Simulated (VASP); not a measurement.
# Mo in VASP: further runs

Runs on Mo. Level: LDA. Tasks: relaxation of the atoms, single point.

Program: VASP 6.6.1. These are calculated values, not measurements. Logs are shortened: lines on timing, memory, paths and dates and some standing lists are left out, and cuts for length are marked.

### Step 1. The cell of the first run

The cell holds a slab with vacuum, 5 atoms: a = 4.401 Å, b = 4.401 Å, c = 19.593 Å, α = 90.00°, β = 90.00°, γ = 120.00°.

### Step 2. Relaxation of the atoms, LDA

Contents of INCAR:

```
ALGO = Normal
DIPOL = 0.5 0.5 0.500
EDIFF = 1E-7
EDIFFG = -0.01
ENCUT = 450
GGA = CA
GGA_COMPAT = F
IBRION = 2
IDIPOL = 3
ISIF = 2
ISMEAR = -1
LASPH = T
LCHARG = F
LDIPOL = T
LREAL = F
LWAVE = F
NELM = 120
NELMDL = -8
NELMIN = 4
NSW = 32
PREC = Accurate
SIGMA = 0.1
```

Contents of KPOINTS:

```
k-points
0
Gamma
  9 9 1
```

Contents of POSCAR:

```
Mo
1.0
    4.4006566667      0.0000000000      0.0000000000
   -2.2003283334      3.8110804667      0.0000000000
    0.0000000000      0.0000000000     19.5931000000
Mo
5
Direct
    0.8333333333      0.1666666667      0.4214869293
    0.1666666667      0.8333333333      0.4573659608
    0.5000000000      0.5000000000      0.4999999551
    0.8333333333      0.1666666667      0.5426340639
    0.1666666667      0.8333333333      0.5785130908
```

Potentials or basis: VASP PAW LDA potentials, release 64 (Mo_sv).

Launch:

```
$ cat potpaw_LDA.64/Mo_sv/POTCAR > POTCAR
$ mpirun -np 1 vasp_std > vasp.out
```

OUTCAR:

```text
EDIFF = 1E-7
   EDIFFG = -0.01
   ENCUT = 450
   GGA = CA
   IBRION = 2
   ISIF = 2
   ISMEAR = -1
   LASPH = T
   LREAL = F
   NELM = 120
   NELMDL = -8
   NELMIN = 4
   NSW = 32
   PREC = Accurate

 ion  position               nearest neighbor table
   1  0.833  0.167  0.421-   4 2.37   2 2.64   2 2.64   2 2.64   3 2.97   3 2.97   3 2.97
   2  0.167  0.833  0.457-   5 2.37   1 2.64   1 2.64   1 2.64   3 2.67   3 2.67   3 2.67   4 3.04
                             4 3.04   4 3.04
   3  0.500  0.500  0.500-   2 2.67   2 2.67   2 2.67   4 2.67   4 2.67   4 2.67   1 2.97   1 2.97
                             1 2.97   5 2.97   5 2.97   5 2.97
   4  0.833  0.167  0.543-   1 2.37   5 2.64   5 2.64   5 2.64   3 2.67   3 2.67   3 2.67   2 3.04
                             2 3.04   2 3.04
   5  0.167  0.833  0.579-   2 2.37   4 2.64   4 2.64   4 2.64   3 2.97   3 2.97   3 2.97

  LATTYP: Found a hexagonal cell.
 ALAT       =     4.4006566667
 C/A-ratio  =     4.4523127987

  Lattice vectors:

 A1 = (   4.4006566667,   0.0000000000,   0.0000000000)
 A2 = (  -2.2003283334,   3.8110804667,   0.0000000000)
 A3 = (   0.0000000000,   0.0000000000,  19.5931000000)

Analysis of symmetry for initial positions (statically):
=====================================================================
 Subroutine PRICEL returns:
 Original cell was already a primitive cell.

 Routine SETGRP: Setting up the symmetry group for a
 hexagonal supercell.

 Subroutine GETGRP returns: Found 12 space group operations
 (whereof  4 operations were pure point group operations)
 out of a pool of 24 trial point group operations.

The static configuration has the point symmetry C_2h.
 The point group associated with its full space group is D_3d.

Analysis of symmetry for dynamics (positions and initial velocities):
=====================================================================
 Subroutine PRICEL returns:
 Original cell was already a primitive cell.

 Routine SETGRP: Setting up the symmetry group for a
 hexagonal supercell.

 Subroutine GETGRP returns: Found 12 space group operations
 (whereof  4 operations were pure point group operations)
 out of a pool of 24 trial point group operations.

The dynamic configuration has the point symmetry C_2h.
 The point group associated with its full space group is D_3d.

 Subroutine INISYM returns: Found 12 space group operations
 (whereof  4 operations are pure point group operations),
 and found     1 'primitive' translations

----------------------------------------------------------------------------------------

                                     Primitive cell

  volume of cell :     328.6009

  direct lattice vectors                    reciprocal lattice vectors
     4.400656667  0.000000000  0.000000000     0.227238814  0.131196390  0.000000000
    -2.200328333  3.811080467  0.000000000     0.000000000  0.262392780  0.000000000
     0.000000000  0.000000000 19.593100000     0.000000000  0.000000000  0.051038376

  length of vectors
     4.400656667  4.400656667 19.593100000     0.262392780  0.262392780  0.051038376

  position of ions in fractional coordinates (direct lattice)
     0.833333333  0.166666667  0.421486929
     0.166666667  0.833333333  0.457365961
     0.500000000  0.500000000  0.499999955
     0.833333333  0.166666667  0.542634064
     0.166666667  0.833333333  0.578513091

  ion indices of the primitive-cell ions
   primitive index   ion index
                 1           1
                 2           2
                 3           3
                 4           4
                 5           5

----------------------------------------------------------------------------------------

 KPOINTS: k-points

Automatic generation of k-mesh.
 Grid dimensions read from file:
 generate k-points for:    9    9    1

 Generating k-lattice:

  Cartesian coordinates                     Fractional coordinates (reciprocal lattice)
     0.025248757  0.014577377  0.000000000     0.111111111  0.000000000  0.000000000
     0.000000000  0.029154753  0.000000000     0.000000000  0.111111111  0.000000000
     0.000000000  0.000000000  0.051038376     0.000000000  0.000000000  1.000000000

  Length of vectors
     0.029154753  0.029154753  0.051038376

  Shift w.r.t. Gamma in fractional coordinates (k-lattice)
     0.000000000  0.000000000  0.000000000

 Subroutine IBZKPT returns following result:
 ===========================================

 Found     12 irreducible k-points:

 Following reciprocal coordinates:
            Coordinates               Weight
  0.000000  0.000000  0.000000      1.000000
  0.111111 -0.000000  0.000000      6.000000
  0.222222 -0.000000  0.000000      6.000000
  0.333333 -0.000000  0.000000      6.000000
  0.444444 -0.000000  0.000000      6.000000
  0.111111  0.111111  0.000000      6.000000
  0.222222  0.111111  0.000000     12.000000
  0.333333  0.111111  0.000000     12.000000
  0.444444  0.111111  0.000000      6.000000
  0.222222  0.222222  0.000000      6.000000
  0.333333  0.222222  0.000000     12.000000
  0.333333  0.333333  0.000000      2.000000
   k-points           NKPTS =     12   k-points in BZ     NKDIM =     12   number of bands    NBANDS=     42
   number of dos      NEDOS =    301   number of ions     NIONS =      5
   total plane-waves  NPLWV = 126000
   dimension x,y,z NGX =    30 NGY =   30 NGZ =  140
   dimension x,y,z NGXF=    60 NGYF=   60 NGZF=  280
   ions per type =               5
   NGX,Y,Z   is equivalent  to a cutoff of  11.33, 11.33, 11.88 a.u.
   NGXF,Y,Z  is equivalent  to a cutoff of  22.67, 22.67, 23.76 a.u.
 SYSTEM =  unknown system
   PREC   = accura    normal or accurate (medium, high low for compatibility)
   ISTART =      0    job   : 0-new  1-cont  2-samecut
   ICHARG =      2    charge: 1-file 2-atom 10-const
   ISPIN  =      1    spin polarized calculation?
   LNONCOLLINEAR =      F non collinear calculations
   LSORBIT =      F    spin-orbit coupling
   LASPH  =      T    aspherical Exc in radial PAW
   ENCUT  =  450.0 eV  33.07 Ry    5.75 a.u.   7.61  7.61 33.89*2*pi/ulx,y,z
   NELM   =    120;   NELMIN=  4; NELMDL= -8     # of ELM steps
   EDIFF  = 0.1E-06   stopping-criterion for ELM
   LREAL  =      F    real-space projection
   EDIFFG = -.1E-01   stopping-criterion for IOM
   NSW    =     32    number of steps for IOM
   IBRION =      2    ionic relax: 0-MD 1-quasi-New 2-CG
   NFREE  =      1    steps in history (QN), initial steepest desc. (CG)
   ISIF   =      2    stress and relaxation
   ISYM   =      2    0-nonsym 1-usesym 2-fastsym
   POTIM  = 0.5000    time-step for ionic-motion
   TEBEG  =    0.0;   TEEND  =   0.0 temperature during run
   PSTRESS=    0.0 pullay stress
   NELECT =      70.0000    total number of electrons
   NUPDOWN=      -1.0000    fix difference up-down
   EMIN   =  10.00;   EMAX   =-10.00  energy-range for DOS
   EFERMI =   0.00;   METHOD = LEGACY
   ISMEAR =    -1;   SIGMA  =   0.10  broadening in eV -4-tet -1-fermi 0-gaus
   EFERMI_NEDOS =   21; number of points for ismear=-14 and -15
   IALGO  =     38    algorithm
   IMIX   =      4    mixing-type and parameters
     AMIX     =   0.40;   BMIX     =  1.00
     AMIX_MAG =   1.60;   BMIX_MAG =  1.00
  volume/ion in A,a.u.               =      65.72       443.50
  Fermi-wavevector in a.u.,A,eV,Ry     =   0.977728  1.847637 13.006509  0.955951
  Thomas-Fermi vector in A             =   2.108448
   LORBIT       =      0    0 simple, 1 ext, 2 COOP (PROOUT), +10 PAW based schemes
   GGA     = CA    functional components
   LHFCALC =     F    Hartree Fock is set to
   AEXX    =    0.0000 exact exchange contribution
   IVDW    =     0    specifies the selected vdW correction
   LEPSILON=     F    determine dielectric tensor
   LRPA    =     F    only Hartree local field effects (RPA)
 conjugate gradient relaxation of ions
 non-spin polarized calculation
  energy-cutoff  :      450.00
  volume of cell :      328.60
 maximum number of plane-waves:      7201
   NGX = 15   NGY = 15   NGZ = 67

 dipolmoment           0.000000      0.000000     -0.000000 electrons x Angstroem

--------------------------------------- Ionic step        1  -------------------------------------------

 number of electron      70.0000011 magnetization

 Free energy of the ion-electron system (eV)
  ---------------------------------------------------
  ext. energy  EPLUGINS =         0.00000000
  ---------------------------------------------------
  free energy    TOTEN  =       -53.55775907 eV

  energy without entropy =      -53.42101415  energy(sigma->0) =      -53.48938661

------------------------ aborting loop because EDIFF is reached ----------------------------------------

  FORCE on cell =-STRESS in cart. coord.  units (eV):
  Direction    XX          YY          ZZ          XY          YZ          ZX
  --------------------------------------------------------------------------------------
  -------------------------------------------------------------------------------------
  Total       -3.4298973     -3.4298973      0.5891147      0.0000000      0.0000000      0.0000000
  in kB      -16.7233370    -16.7233370      2.8723784      0.0000000      0.0000000      0.0000000
  external PRESSURE =     -10.1914319 kB  Pullay stress =       0.0000000 kB
[... 63 lines left out ...]
  energy  without entropy=      -53.4219680800  energy(sigma->0) =      -53.49071736

--------------------------------------- Ionic step        3  -------------------------------------------

 number of electron      70.0000011 magnetization

 dipolmoment           0.000000      0.000000      0.000008 electrons x Angstroem

 Free energy of the ion-electron system (eV)
  ---------------------------------------------------
  ext. energy  EPLUGINS =         0.00000000
  ---------------------------------------------------
  free energy    TOTEN  =       -53.55949901 eV

  energy without entropy =      -53.42210020  energy(sigma->0) =      -53.49079960

 E-fermi :  -0.0723     XC(G=0):  -4.3335

 val. band max:       -0.2125836280   @ k =   0.2222   0.1111   0.0000
 cond. band min:       0.0214733008   @ k =   0.3333   0.2222   0.0000
 fundamental gap:      0.2340569288
 Fermi energy:        -0.0723352510

 k-point     1 :       0.0000    0.0000    0.0000
  band No.  band energies     occupation
      1     -61.0468      2.00000
      2     -60.7591      2.00000
      3     -60.6240      2.00000
      4     -60.5921      2.00000
      5     -60.3729      2.00000
      6     -35.8811      2.00000
[... 529 lines left out ...]
     41       1.2426      0.00000
     42       1.7675      0.00000

------------------------ aborting loop because EDIFF is reached ----------------------------------------

 vacuum level on the upper side and lower side of the slab       (xc-potential included)        -0.091        -0.091

  FORCE on cell =-STRESS in cart. coord.  units (eV):
  Direction    XX          YY          ZZ          XY          YZ          ZX
  --------------------------------------------------------------------------------------
  -------------------------------------------------------------------------------------
  Total       -3.7881628     -3.7881628     -0.0969715      0.0000000      0.0000000     -0.0000000
  in kB      -18.4701517    -18.4701517     -0.4728091      0.0000000      0.0000000     -0.0000000
  external PRESSURE =     -12.4710375 kB  Pullay stress =       0.0000000 kB

 VOLUME and BASIS-vectors are now :
 -----------------------------------------------------------------------------
  energy-cutoff  :      450.00
  volume of cell :      328.60
      direct lattice vectors                 reciprocal lattice vectors
     4.400656667  0.000000000  0.000000000     0.227238814  0.131196390  0.000000000
    -2.200328333  3.811080467  0.000000000     0.000000000  0.262392780  0.000000000
     0.000000000  0.000000000 19.593100000     0.000000000  0.000000000  0.051038376
[... 11 lines left out ...]
  FREE ENERGIE OF THE ION-ELECTRON SYSTEM (eV)
  ---------------------------------------------------
  free  energy   TOTEN  =       -53.5594990073 eV

  energy  without entropy=      -53.4221002024  energy(sigma->0) =      -53.49079960

 reached required accuracy - stopping structural energy minimisation

 vacuum level on the upper side and lower side of the slab         3.910         3.910
```

Run time: 4.9 min. Hardware: 1 thread of Intel Xeon 6975P-C (Granite Rapids), shared host; peak memory 0.32 GiB.

Results:

| Item | Value |
| --- | --- |
| Free energy | -53.5595 eV |
| Energy gained by relaxing | 0.3 meV/atom |
| Ionic steps | 3 |
| Largest force after relaxing | 0.009 eV/Å |
| Band gap on the k mesh | zero (bands 35 and 36 overlap by 0.05 eV) |

Forces on the atoms (eV/Å):
```
Mo   0.000  0.000 -0.008
Mo   0.000  0.000  0.009
Mo   0.000  0.000  0.000
Mo   0.000  0.000 -0.009
Mo   0.000  0.000  0.008
```

The path:
| step | energy change (eV) | largest force (eV/Å) | pressure (GPa) |
| --- | --- | --- | --- |
| 1 | 0.0000 | 0.1539 | -1.02 |
| 2 | -0.0017 | 0.0277 | -1.28 |
| 3 | -0.0017 | 0.0089 | -1.25 |

Final structure:
```
Mo
1.0
     4.40066    0.00000    0.00000
    -2.20033    3.81108    0.00000
     0.00000    0.00000   19.59310
Mo
5
Direct
  0.83333 0.16667 0.42115
  0.16667 0.83333 0.45708
  0.50000 0.50000 0.50000
  0.83333 0.16667 0.54292
  0.16667 0.83333 0.57885
```

### Step 3. Single point, LDA

Contents of INCAR:

```
SYSTEM = Mo
PREC = Accurate
ENCUT = 520
EDIFF = 1E-7
ISMEAR = -1
SIGMA = 0.1
LREAL = .FALSE.
LASPH = .TRUE.
NELM = 60
ALGO = Normal
ISIF = 2
LWAVE = .FALSE.
LCHARG = .FALSE.
LDIPOL = .TRUE.
IDIPOL = 3
DIPOL = 0.5 0.5 0.500
NBANDS = 43
```

Contents of KPOINTS:

```
regular mesh
0
G
  9 9 1
  0 0 0
```

POSCAR is that of step 2.

Potentials or basis: VASP PAW LDA potentials, release 64 (Mo_sv).

Launch:

```
$ cat potpaw_LDA.64/Mo_sv/POTCAR > POTCAR
$ mpirun -np 1 vasp_std > vasp.out
```

Wall time 3.4 min (1 thread of Intel Xeon Platinum 8488C (Sapphire Rapids), shared host); peak memory 0.4 GiB.

The run converged. Its results:

| Item | Value |
| --- | --- |
| Free energy | -53.5590 eV |
| Largest force | 0.152 eV/Å |
| Band gap on the k mesh | zero (bands 35 and 36 overlap by 0.05 eV) |

Forces in eV/Å, atoms in the order of the input:
```
Mo   0.000  0.000 -0.152
Mo   0.000  0.000 -0.132
Mo   0.000  0.000  0.000
Mo   0.000  0.000  0.132
Mo   0.000  0.000  0.152
```

Levels at points of the mesh, in eV from the Fermi level:
```
           k point  band 33  band 34  band 35  band 36  band 37  band 38
(0.00, 0.00, 0.00)    -1.55    -1.25    -1.25     0.16     0.87     0.87
```

(Part 1 of 2 ends here.)
